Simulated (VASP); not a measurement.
# Ge (Pm-3m) in VASP: further runs, part 2 of 2

VASP 6.6.1.

**4. Relaxation of cell and atoms, LDA, target pressure 240 GPa, at which the enthalpy is minimised**

This run uses another cell than the first one, of 9.29 Å³/atom, 0.965 times its volume.

Contents of INCAR:

```
  PREC = Accurate
  ENCUT = 600
  EDIFF = 1E-6
  ISMEAR = -1
  SIGMA = 0.1
  LREAL = False
  LASPH = True
  NELM = 80
  ALGO = Normal
  ISIF = 3
  LWAVE = False
  LCHARG = False
  IBRION = 2
  NSW = 60
  EDIFFG = -0.005
  PSTRESS = 2400.0
```

Contents of KPOINTS:

```
regular mesh
0
Gamma
  17 17 17
```

Contents of POSCAR:

```
Ge
1.0
    2.1023061268      0.0000000000      0.0000000000
    0.0000000000      2.1023061268      0.0000000000
    0.0000000000      0.0000000000      2.1023061268
Ge
1
Direct
    0.0000000000      0.0000000000      0.0000000000
```

Potentials or basis: VASP PAW LDA potentials, release 64 (Ge_d).

Command:

```
$ cat potpaw_LDA.64/Ge_d/POTCAR > POTCAR
$ mpirun -np 1 vasp_std > vasp.out
```

OUTCAR:

```text
PREC = Accurate
   ENCUT = 600
   EDIFF = 1E-6
   ISMEAR = -1
   LREAL = False
   LASPH = True
   NELM = 80
   ISIF = 3
   IBRION = 2
   NSW = 60
   EDIFFG = -0.005
   PSTRESS = 2400.0

 ion  position               nearest neighbor table
   1  0.000  0.000  0.000-

  LATTYP: Found a simple cubic cell.
 ALAT       =     2.1023061268

  Lattice vectors:

 A1 = (   2.1023061268,   0.0000000000,   0.0000000000)
 A2 = (   0.0000000000,   2.1023061268,   0.0000000000)
 A3 = (   0.0000000000,   0.0000000000,   2.1023061268)

Analysis of symmetry for initial positions (statically):
=====================================================================
 Subroutine PRICEL returns:
 Original cell was already a primitive cell.

[... 471 lines left out ...]

  energy without entropy =       -1.32975482  energy(sigma->0) =       -1.33522213

 E-fermi :  16.7190     XC(G=0): -15.3364

 val. band max:       16.7165148639   @ k =   0.3529   0.3529   0.1176
 cond. band min:      16.7334306169   @ k =   0.3529   0.3529   0.3529
 fundamental gap:      0.0169157530
 Fermi energy:        16.7190070805

 k-point     1 :       0.0000    0.0000    0.0000
  band No.  band energies     occupation
      1     -10.7292      2.00000
      2     -10.7292      2.00000
      3      -9.1410      2.00000
      4      -9.1410      2.00000
      5      -9.1410      2.00000
      6      -4.5763      2.00000
      7      27.3364      0.00000
      8      27.3364      0.00000
      9      27.3364      0.00000
     10      30.2466      0.00000
     11      30.2466      0.00000
[... 309 lines left out ...]
 k-point    24 :       0.4706    0.1176    0.0000
  band No.  band energies     occupation
      1     -10.5002      2.00000
      2      -9.7210      2.00000
      3      -9.7004      2.00000
      4      -9.5716      2.00000
      5      -9.1581      2.00000
      6       3.7477      2.00000
      7       5.8662      2.00000
      8      29.0471      0.00000
      9      31.7503      0.00000
     10      34.8608      0.00000
     11      37.3300      0.00000

 [... further k-points ...]
[... 5 lines left out ...]
  --------------------------------------------------------------------------------------
  -------------------------------------------------------------------------------------
  Total       14.4794093     14.4794093     14.4794093     -0.0000000      0.0000000     -0.0000000
  in kB     2399.2958284   2399.2958284   2399.2958284     -0.0000000      0.0000000     -0.0000000
  external PRESSURE =      -0.7041716 kB  Pullay stress =    2400.0000000 kB
[... 20 lines left out ...]
  energy  without entropy=       -1.3297548230  energy(sigma->0) =       -1.33522213

  enthalpy is  TOTEN    =        13.1429694360 eV   P V=       14.4836588757

 reached required accuracy - stopping structural energy minimisation
```

OSZICAR:

```text
N       E                     dE             d eps       ncg     rms          rms(c)
DAV:   1     0.512895304101E+02    0.51290E+02   -0.76785E+03  4090   0.445E+03
DAV:   2     0.132891321802E+01   -0.49961E+02   -0.47851E+02  3759   0.379E+02
DAV:   3    -0.949659860789E+00   -0.22786E+01   -0.22625E+01  4069   0.604E+01
DAV:   4    -0.966415786048E+00   -0.16756E-01   -0.16747E-01  4001   0.509E+00
[... 58 lines left out ...]
DAV:   2    -0.134174957626E+01    0.13622E-05   -0.12525E-06  2148   0.453E-02    0.408E-03
DAV:   3    -0.134174913813E+01    0.43813E-06   -0.55328E-07  1905   0.246E-02
   8 F= 0.13142970E+02 E0= 0.13148438E+02  d E =-.514036E-04
       N       E                     dE             d eps       ncg     rms          rms(c)
DAV:   1    -0.134069004841E+01    0.10595E-02   -0.81382E-06  3138   0.101E-01    0.577E-03
DAV:   2    -0.134068943972E+01    0.60869E-06   -0.55838E-07  2118   0.297E-02
   9 F= 0.13142969E+02 E0= 0.13148437E+02  d E =-.279829E-06
```

Run time: 2.3 min. Hardware: 1 thread of AMD EPYC 7R13, shared host; peak memory 0.11 GiB.

What came out:

```
Free energy                                            : -1.3407 eV
Relaxed volume                                         : 9.67 Å³/atom
Relaxed cell                                           : a = 2.130 Å, b = 2.130 Å, c = 2.130 Å, α = 90.00°, β = 90.00°, γ = 90.00°
Space group after relaxing (to 0.05 Å)                 : Pm-3m (No. 221)
Energy change on relaxing (the enthalpy is what falls) : -609.2 meV/atom
Ionic steps                                            : 9
Pressure after relaxing                                : 239.9 GPa
Band gap on the k mesh                                 : zero (band 7 reaches 27.34 eV, above the bottom of band 8 at 14.12 eV)
```

Step by step:
| step | energy change (eV) | largest force (eV/Å) | pressure (GPa) | volume (Å³) |
| --- | --- | --- | --- | --- |
| 1 | 0.0000 | 0.0000 | 278.27 | 9.29 |
| 2 | -3.2535 | 0.0000 | 78.16 | 12.61 |
| 3 | -0.6999 | 0.0000 | 233.53 | 9.73 |
| 4 | -0.6008 | 0.0000 | 239.88 | 9.66 |
| 5 | -0.5895 | 0.0000 | 241.30 | 9.66 |
| 6 | -0.5943 | 0.0000 | 241.03 | 9.66 |
| 7 | -0.6087 | 0.0000 | 240.10 | 9.67 |
| 8 | -0.6103 | 0.0000 | 239.64 | 9.67 |
| 9 | -0.6092 | 0.0000 | 239.93 | 9.67 |

Final structure:
```
CELL_PARAMETERS angstrom
2.13039 0.00000 0.00000
0.00000 2.13039 0.00000
0.00000 0.00000 2.13039
ATOMIC_POSITIONS crystal
Ge 0.00000 0.00000 0.00000
```

Caveat: the cell is relaxed towards a set pressure, so the enthalpy falls and the energy may rise.

**5. Relaxation of cell and atoms, LDA, target pressure 240 GPa, at which the enthalpy is minimised**

Contents of INCAR:

```
  PREC = Accurate
  ENCUT = 600
  EDIFF = 1E-7
  ISMEAR = -1
  SIGMA = 0.1
  LREAL = False
  LASPH = True
  NELM = 100
  ALGO = Normal
  ISIF = 3
  LWAVE = False
  LCHARG = False
  GGA = CA
  IBRION = 2
  NSW = 32
  EDIFFG = -0.005
  PSTRESS = 2400.0
```

KPOINTS is that of step 4.

Contents of POSCAR:

```
Ge
1.0
    2.1276740014      0.0000000000      0.0000000000
    0.0000000000      2.1276740014      0.0000000000
    0.0000000000      0.0000000000      2.1276740014
Ge
1
Direct
    0.0000000000      0.0000000000      0.0000000000
```

Command:

```
$ cat potpaw_LDA.64/Ge_d/POTCAR > POTCAR
$ mpirun -np 1 vasp_std > vasp.out
```

Wall time 59 s (1 thread of AMD EPYC 7R13, shared host); peak memory 0.1 GiB.

The run converged. Its results:

```yaml
Free_energy: -1.3402 eV
Relaxed_volume: 9.67 Å³/atom
Relaxed_cell: a = 2.130 Å, b = 2.130 Å, c = 2.130 Å, α = 90.00°, β = 90.00°, γ = 90.00°
Space_group_after_relaxing_to_0.05_Å: Pm-3m (No. 221)
Energy_change_on_relaxing_the_enthalpy_is_what_falls: -55.1 meV/atom
Ionic_steps: 3
Pressure_after_relaxing: 239.9 GPa
Band_gap_on_the_k_mesh: zero (band 7 reaches 27.34 eV, above the bottom of band 8 at 14.12 eV)
```

Step by step:
| step | energy change (eV) | largest force (eV/Å) | pressure (GPa) | volume (Å³) |
| --- | --- | --- | --- | --- |
| 1 | 0.0000 | 0.0000 | 243.37 | 9.63 |
| 2 | -0.4108 | 0.0000 | 218.07 | 9.92 |
| 3 | -0.0551 | 0.0000 | 239.92 | 9.67 |

Final structure:
```cif
data_structure
_symmetry_space_group_name_H-M 'P 1'
_symmetry_Int_Tables_number 1
_cell_length_a 2.1304
_cell_length_b 2.1304
_cell_length_c 2.1304
_cell_angle_alpha 90.000
_cell_angle_beta 90.000
_cell_angle_gamma 90.000
_cell_volume 9.67
loop_
_atom_site_label
_atom_site_type_symbol
_atom_site_fract_x
_atom_site_fract_y
_atom_site_fract_z
_atom_site_occupancy
Ge1 Ge 0.00000 0.00000 0.00000 1
```

Levels at points of the mesh, in eV from the Fermi level:
| k point | band 5 | band 6 | band 7 | band 8 | band 9 | band 10 |
| --- | --- | --- | --- | --- | --- | --- |
| (0.00, 0.00, 0.00) | -25.86 | -21.30 | 10.62 | 10.62 | 10.62 | 13.53 |

Caveat: the cell is relaxed towards a set pressure, so the enthalpy falls and the energy may rise.

**6. The runs side by side**

```csv
task,cell,cutoff (eV),gap on the mesh (eV),pressure (GPa)
single point,"a = 2.128 Å, 1 atom",520,none,243.4
relaxation of cell and atoms,"relaxed to 240 GPa from a = 2.102 Å, 1 atom",600,none,239.9
relaxation of cell and atoms,"relaxed to 240 GPa from a = 2.128 Å, 1 atom",600,none,239.9
```

Alike in all rows: level LDA; potentials or basis VASP PAW LDA potentials, release 64 (Ge_d); no spin polarisation; k mesh 17 × 17 × 17; smearing fermi-dirac 0.1 eV.

Caveats: the cell is relaxed towards a set pressure, so the enthalpy falls and the energy may rise (some runs).

Absolute energies hang on the potentials; compare differences alone.
